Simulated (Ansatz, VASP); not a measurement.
**One calculation of Co, two programs**

```xyz
3
Lattice="3.9701 0.0000 0.0000 -1.9851 3.4382 0.0000 0.0000 0.0000 2.4337" Properties=species:S:1:pos:R:3 pbc="T T T"
Co    0.0000    0.0000    0.0000
Co    0.0000    2.2922    1.2168
Co    1.9851    1.1461    1.2168
```

Alike in both runs: task relaxation of cell and atoms; functional LDA; k mesh 9 × 9 × 13; occupations fermi-dirac, width 0.1 eV; no spin polarisation.

```csv
,VASP,Ansatz
version,VASP 6.6.1,Ansatz 0.2.0
potentials or method,"VASP PAW LDA potentials, release 64 (Co), cutoff 600 eV","plane waves (420 eV) with PAW, scalar-relativistic"
valence electrons in the cell,27,51
```

VASP gave:

- relaxed volume (Å³/atom): 9.79
- relaxed cell length with the largest relative difference (Å): 2.333

Question: What did Ansatz give for the same quantities?

Answer: Relaxed volume (Å³/atom): 9.82; relaxed cell length with the largest relative difference (Å): 2.336.

Ansatz warns that its potentials were made for another functional, while VASP's fit it. LDA's correlation is that of Perdew and Zunger in VASP and of Perdew and Wang (1992) in Ansatz. VASP's potentials hold 27 valence electrons a cell and Ansatz's 51, so a difference there can come from the potentials and not from the codes.
